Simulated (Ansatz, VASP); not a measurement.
# Pb: VASP beside Ansatz

```
Pb
1.0
     3.34010    0.00000    0.00000
     0.00000    3.34010    0.00000
     0.00000    0.00000    3.34010
Pb
1
Direct
  0.00000 0.00000 0.00000
```

Alike in both runs: task single point; functional RPBE; k mesh 11 × 11 × 11; occupations fermi-dirac, width 0.1 eV; no spin polarisation.

|  | VASP | Ansatz |
| --- | --- | --- |
| version | VASP 6.6.1 | Ansatz 0.2.0 |
| potentials or method | VASP PAW PBE potentials, release 64 (Pb_d), cutoff 520 eV | plane waves (420 eV) with PAW, scalar-relativistic |
| valence electrons in the cell | 14 | 14 |

```tsv
	VASP	Ansatz	Ansatz less VASP
pressure (GPa)	-1.0	-1.0	+0.02
```

VASP's potentials were made for PBE, not for RPBE.

Neither program's run includes spin-orbit coupling.
